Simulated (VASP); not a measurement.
# Fe in VASP: a series of runs, part 2 of 2

VASP 6.6.1. The steps go on from the part before.

### Step 4. Relaxation of volume and atoms at fixed shape, LDA, collinear spin, ferromagnetic start

This run uses another cell than the first one, of 11.77 Å³/atom, 1.130 times its volume.

Input file INCAR:

```
SYSTEM = Fe
  PREC = Accurate
  ENCUT = 600
  EDIFF = 1E-6
  ISMEAR = 1
  SIGMA = 0.1
  LREAL = .False.
  LASPH = .True.
  NELM = 150
  ALGO = Normal
  ISIF = 8
  LWAVE = .False.
  LCHARG = .False.
  ISPIN = 2
  MAGMOM = 2.4 2.4
  LORBIT = 11
  LMAXMIX = 4
  GGA = CA
  IBRION = 2
  NSW = 80
  EDIFFG = -0.01
```

Input file KPOINTS:

```
Automatic mesh
0
Gamma
  18 18 18
  0 0 0
```

Input file POSCAR:

```
Fe
1.0
    2.8660000000      0.0000000000      0.0000000000
    0.0000000000      2.8660000000      0.0000000000
    0.0000000000      0.0000000000      2.8660000000
Fe
2
Direct
    0.0000000000      0.0000000000      0.0000000000
    0.5000000000      0.5000000000      0.5000000000
```

Potentials or basis: VASP PAW LDA potentials, release 64 (Fe).

The run is started by

```console
$ cat potpaw_LDA.64/Fe/POTCAR > POTCAR
$ mpirun -np 1 vasp_std > vasp.out
```

OUTCAR:

```text
SYSTEM = Fe
   PREC = Accurate
   ENCUT = 600
   EDIFF = 1E-6
   ISMEAR = 1
   LREAL = .False.
   LASPH = .True.
   NELM = 150
   ISIF = 8
   ISPIN = 2
   LORBIT = 11
   GGA = CA
   IBRION = 2
   NSW = 80
   EDIFFG = -0.01

 ion  position               nearest neighbor table
   1  0.000  0.000  0.000-   2 2.48   2 2.48   2 2.48   2 2.48   2 2.48   2 2.48   2 2.48   2 2.48

   2  0.500  0.500  0.500-   1 2.48   1 2.48   1 2.48   1 2.48   1 2.48   1 2.48   1 2.48   1 2.48

  LATTYP: Found a simple cubic cell.
 ALAT       =     2.8660000000

  Lattice vectors:

 A1 = (   2.8660000000,   0.0000000000,   0.0000000000)
 A2 = (   0.0000000000,   2.8660000000,   0.0000000000)
 A3 = (   0.0000000000,   0.0000000000,   2.8660000000)

Analysis of symmetry for initial positions (statically):
=====================================================================
 Subroutine PRICEL returns following result:

  LATTYP: Found a body centered cubic cell.
 ALAT       =     2.8660000000
[... 848 lines left out ...]
      9       5.4416      1.00000
     10       6.2158      1.00000
     11       6.7078      0.82764
     12      10.2657      0.00000
     13      19.0718      0.00000
     14      21.5039      0.00000

 [... further k-points ...]

 spin component 2

 k-point     1 :       0.0000    0.0000    0.0000
  band No.  band energies     occupation
      1      -1.9903      1.00000
      2       2.7880      1.00000
      3       2.7880      1.00000
      4       5.8296      1.00000
      5       5.8296      1.00000
      6       5.8296      1.00000
      7       7.8992     -0.00000
      8       7.8992     -0.00000
      9       8.8818      0.00000
     10       8.8818      0.00000
     11       8.8818      0.00000
     12      17.6316      0.00000
     13      17.6316      0.00000
     14      17.6316      0.00000
[... 420 lines left out ...]
  FREE ENERGIE OF THE ION-ELECTRON SYSTEM (eV)
  ---------------------------------------------------
  free  energy   TOTEN  =       -18.4478652939 eV

  energy  without entropy=      -18.4472299238  energy(sigma->0) =      -18.44765350

 reached required accuracy - stopping structural energy minimisation

 total charge

# of ion       s       p       d       tot
------------------------------------------
    1        0.528   0.621   6.337   7.486
    2        0.528   0.621   6.337   7.486
--------------------------------------------------
tot          1.057   1.242  12.673  14.972

 magnetization (x)

# of ion       s       p       d       tot
------------------------------------------
    1       -0.009  -0.032   1.963   1.922
    2       -0.009  -0.032   1.963   1.922
--------------------------------------------------
tot         -0.018  -0.065   3.927   3.844
```

Run time: 4.4 min. Hardware: 1 thread of AMD EPYC 9R45 (Zen 5), shared host; peak memory 0.22 GiB.

What came out:

```
Free energy                                           : -18.4479 eV
Relaxed volume                                        : 10.36 Å³/atom
Relaxed cell                                          : a = 2.747 Å, b = 2.747 Å, c = 2.747 Å, α = 90.00°, β = 90.00°, γ = 90.00°
Space group after relaxing (to 0.05 Å)                : Im-3m (No. 229)
Energy gained by relaxing                             : 116.7 meV/atom
Ionic steps                                           : 7
Pressure after relaxing                               : 0.0 GPa
Net moment                                            : 3.91 μB per cell
Site moments                                          : Fe +1.92 μB
Valence electrons inside the program's atomic spheres : Fe 7.49
```

The path:
| step | energy change (eV) | largest force (eV/Å) | pressure (GPa) | volume (Å³) |
| --- | --- | --- | --- | --- |
| 1 | 0.0000 | 0.0000 | -23.51 | 23.54 |
| 2 | 0.0931 | 0.0000 | 46.16 | 18.13 |
| 3 | -0.2332 | 0.0000 | -0.80 | 20.79 |
| 4 | -0.2333 | 0.0000 | -0.21 | 20.74 |
| 5 | -0.2333 | 0.0000 | 0.43 | 20.68 |
| 6 | -0.2333 | 0.0000 | -0.41 | 20.76 |
| 7 | -0.2333 | 0.0000 | -0.02 | 20.72 |

Final structure:
```cif
data_structure
_symmetry_space_group_name_H-M 'P 1'
_symmetry_Int_Tables_number 1
_cell_length_a 2.7467
_cell_length_b 2.7467
_cell_length_c 2.7467
_cell_angle_alpha 90.000
_cell_angle_beta 90.000
_cell_angle_gamma 90.000
_cell_volume 20.72
loop_
_atom_site_label
_atom_site_type_symbol
_atom_site_fract_x
_atom_site_fract_y
_atom_site_fract_z
_atom_site_occupancy
Fe1 Fe 0.00000 0.00000 0.00000 1
Fe2 Fe 0.50000 0.50000 0.50000 1
```

### Step 5. Single point, LDA, collinear spin, ferromagnetic start

This run uses another cell than the first one, of 10.37 Å³/atom, 0.995 times its volume.

Input file INCAR:

```
ALGO = Normal
EDIFF = 1E-6
ENCUT = 520
GGA = CA
ISIF = 2
ISMEAR = 1
ISPIN = 2
LASPH = T
LCHARG = F
LMAXMIX = 4
LORBIT = 11
LREAL = F
LWAVE = F
MAGMOM = 2.4 2.4
NBANDS = 19
NELM = 150
PREC = Accurate
SIGMA = 0.1
```

Input file KPOINTS:

```
k-points
0
Gamma
  18 18 18
```

Input file POSCAR:

```
Fe
1.0
    2.7380911312      0.0000000000      0.0000000000
    0.0000000000      2.7380911312      0.0000000000
    0.0000000000      0.0000000000      2.7669855602
Fe
2
Direct
    0.0000000000      0.0000000000      0.0000000000
    0.5000000000      0.5000000000      0.5000000000
```

Potentials or basis: VASP PAW LDA potentials, release 64 (Fe).

The run is started by

```console
$ cat potpaw_LDA.64/Fe/POTCAR > POTCAR
$ mpirun -np 1 vasp_std > vasp.out
```

OUTCAR:

```text
EDIFF = 1E-6
   ENCUT = 520
   GGA = CA
   ISIF = 2
   ISMEAR = 1
   ISPIN = 2
   LASPH = T
   LORBIT = 11
   LREAL = F
   NELM = 150
   PREC = Accurate

 ion  position               nearest neighbor table
   1  0.000  0.000  0.000-   2 2.38   2 2.38   2 2.38   2 2.38   2 2.38   2 2.38   2 2.38   2 2.38

   2  0.500  0.500  0.500-   1 2.38   1 2.38   1 2.38   1 2.38   1 2.38   1 2.38   1 2.38   1 2.38

  LATTYP: Found a simple tetragonal cell.
 ALAT       =     2.7380911312
 C/A-ratio  =     1.0105527638
[... 1305 lines left out ...]
  external PRESSURE =      -1.6575986 kB  Pullay stress =       0.0000000 kB

 VOLUME and BASIS-vectors are now :
 -----------------------------------------------------------------------------
  energy-cutoff  :      520.00
  volume of cell :       20.74
      direct lattice vectors                 reciprocal lattice vectors
     2.738091131  0.000000000  0.000000000     0.365217939  0.000000000  0.000000000
     0.000000000  2.738091131  0.000000000     0.000000000  0.365217939  0.000000000
     0.000000000  0.000000000  2.766985560     0.000000000  0.000000000  0.361404127

 POSITION                                       TOTAL-FORCE (eV/Angst)
 -----------------------------------------------------------------------------------
      0.00000      0.00000      0.00000        -0.000000     -0.000000     -0.000000
      1.36905      1.36905      1.38349         0.000000      0.000000      0.000000
 -----------------------------------------------------------------------------------
    total drift:                               -0.000000      0.000000      0.000000

  FREE ENERGIE OF THE ION-ELECTRON SYSTEM (eV)
  ---------------------------------------------------
  free  energy   TOTEN  =       -18.4465416434 eV

  energy  without entropy=      -18.4460206839  energy(sigma->0) =      -18.44636799

 total charge

# of ion       s       p       d       tot
------------------------------------------
    1        0.528   0.620   6.335   7.483
    2        0.528   0.620   6.335   7.483
--------------------------------------------------
tot          1.056   1.240  12.669  14.966

 magnetization (x)

# of ion       s       p       d       tot
------------------------------------------
    1       -0.009  -0.032   1.966   1.924
    2       -0.009  -0.032   1.966   1.924
--------------------------------------------------
tot         -0.018  -0.065   3.931   3.849
```

OSZICAR:

```text
N       E                     dE             d eps       ncg     rms          rms(c)
DAV:   1     0.746482838032E+02    0.74648E+02   -0.72186E+03 45942   0.113E+03
DAV:   2    -0.170023721580E+02   -0.91651E+02   -0.80607E+02 42016   0.206E+02
DAV:   3    -0.207319589130E+02   -0.37296E+01   -0.35488E+01 45836   0.532E+01
DAV:   4    -0.207651418319E+02   -0.33183E-01   -0.33161E-01 46854   0.478E+00
DAV:   5    -0.207655403246E+02   -0.39849E-03   -0.39848E-03 47113   0.487E-01    0.181E+01
DAV:   6    -0.185969506496E+02    0.21686E+01   -0.61818E+00 45611   0.560E+01    0.648E+00
DAV:   7    -0.184863465001E+02    0.11060E+00   -0.55051E-01 48575   0.139E+01    0.439E+00
DAV:   8    -0.184660096036E+02    0.20337E-01   -0.47313E-03 48772   0.681E-01    0.189E+00
DAV:   9    -0.184469377376E+02    0.19072E-01   -0.19399E-03 65486   0.500E-01    0.402E-01
DAV:  10    -0.184464976811E+02    0.44006E-03   -0.32496E-04 49434   0.189E-01    0.916E-02
DAV:  11    -0.184465353226E+02   -0.37642E-04   -0.34312E-05 54128   0.920E-02    0.349E-02
DAV:  12    -0.184465406402E+02   -0.53175E-05   -0.33017E-06 43120   0.211E-02    0.142E-02
DAV:  13    -0.184465419230E+02   -0.12828E-05   -0.69446E-07 31717   0.883E-03    0.920E-03
DAV:  14    -0.184465416434E+02    0.27963E-06   -0.23709E-07 22847   0.630E-03
   1 F= -.18446542E+02 E0= -.18446368E+02  d E =-.520960E-03  mag=     3.9153
```

It took 11 min on 1 thread of Oxide Virtual Turin-like, shared host; peak memory 0.34 GiB.

Results:

* Free energy: -18.4465 eV
* Pressure: -0.2 GPa
* Net moment: 3.92 μB per cell
* Site moments: Fe +1.92 μB
* Valence electrons inside the program's atomic spheres: Fe 7.48

### Step 6. Overview

```csv
task,cell,cutoff (eV),gap on the mesh (eV),pressure (GPa),moment (μB)
single point,"a = 2.752 Å, 2 atoms",520,none,-1.3,3.93
single point,"a = 2.724, b = 2.724, c = 2.783 Å, 2 atoms",520,none,0.8,3.90
relaxation of volume and atoms at fixed shape,"relaxed from a = 2.866 Å, 2 atoms",600,none,0.0,3.91
single point,"a = 2.738, b = 2.738, c = 2.767 Å, 2 atoms",520,none,-0.2,3.92
```

Alike in all rows: level LDA; potentials or basis VASP PAW LDA potentials, release 64 (Fe); spin collinear, ferromagnetic start; k mesh 18 × 18 × 18; smearing methfessel-paxton 0.1 eV.

Absolute energies hang on the potentials; compare differences alone.
